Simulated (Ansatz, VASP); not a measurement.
## Two plane-wave programs on Ag

File INCAR:

```
SYSTEM = Ag
ALGO     = Fast           ! electronic algorithm
EDIFF    = 1E-6           ! SCF threshold, eV
ENCUT    = 520            ! plane-wave cutoff, eV
GGA      = PE             ! functional
ISIF     = 2              ! what is computed and relaxed
ISMEAR   = 0              ! smearing method
LASPH    = .TRUE.         ! aspherical terms in the spheres
LCHARG   = .TRUE.         ! write CHGCAR
LELF     = .TRUE.         ! ELF
LREAL    = .FALSE.        ! projectors in reciprocal space
LVHAR    = .TRUE.       
LWAVE    = .FALSE.        ! write WAVECAR
NBANDS   = 12             ! bands
NELM     = 80             ! most SCF steps
PREC     = Accurate       ! precision mode
SIGMA    = 0.15           ! smearing width, eV
```

File KPOINTS:

```
k-points
0
G
  22 22 22
  0 0 0
```

POSCAR

```
Ag
1.0
    0.0000000000      2.1006821639      1.9326275907
    2.1006821639      0.0000000000      1.9326275907
    2.1006821639      2.1006821639      0.0000000000
Ag
1
Direct
    0.0000000000      0.0000000000      0.0000000000
```

Input for Ansatz:

```yaml
crystal:
  lattice:
    - [0.0, 2.1006821639, 1.9326275907]
    - [2.1006821639, 0.0, 1.9326275907]
    - [2.1006821639, 2.1006821639, 0.0]
  atoms:
    - { symbol: Ag, position: [0.0, 0.0, 0.0] }
basis:
  ecutwfc: 420
kpoints:
  mp_grid: { grid: [22, 22, 22] }
hamiltonian:
  xc: pbe
scf:
  occupations: { method: gaussian, width: 0.15 }
output:
  forces: true
  stress: true
  eigenvalues: true
```

Alike in both runs: task single point; functional PBE; k mesh 22 × 22 × 22; occupations gaussian, width 0.15 eV; no spin polarisation.

|  | VASP | Ansatz |
| --- | --- | --- |
| version | VASP 6.6.1 | Ansatz 0.2.0 |
| potentials or method | VASP PAW PBE potentials, release 64 (Ag), cutoff 520 eV | scalar-relativistic, plane waves, PAW |
| valence electrons in the cell | 11 | 19 |

```csv
,VASP,Ansatz,Ansatz less VASP
gap on the k mesh at the Fermi level (eV),none,none,-
pressure (GPa),4.7,4.9,+0.12
"traceless stress, the component that is largest in VASP (GPa)",1.47,1.49,+0.018
```

A gap of «none» marks a metal or a gap that the smearing closes. VASP's potentials hold 11 valence electrons a cell and Ansatz's 19, so a difference there can come from the potentials and not from the codes.
